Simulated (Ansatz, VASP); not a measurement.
One calculation of V, two programs

```xyz
1
Lattice="-1.4948 1.4948 1.4948 1.4948 -1.4948 1.4948 1.4948 1.4948 -1.4948" Properties=species:S:1:pos:R:3 pbc="T T T"
V     0.0000    0.0000    0.0000
```

Alike in both runs: functional r2SCAN; k mesh 10 × 10 × 10; occupations gaussian, width 0.1 eV; no spin polarisation.

Ansatz relaxed the structure, and its values are those at the end. VASP's run is a single point on that final structure, the one shown.

```csv
,VASP,Ansatz
version,VASP 6.6.1,Ansatz 0.2.0
potentials or method,"VASP PAW PBE potentials, release 64 (V_sv), cutoff 520 eV","scalar-relativistic, plane waves, PAW"
valence electrons in the cell,13,13
```

VASP gave:

* gap on the k mesh at the Fermi level (eV): none
* pressure (GPa): 0.2

**Question.** What did Ansatz give for the same quantities?

**Answer.** gap on the k mesh at the Fermi level (eV): none; pressure (GPa): -0.1.

VASP's potentials were made for PBE, not for r2SCAN. A gap of «none» marks a metal or a gap that the smearing closes.
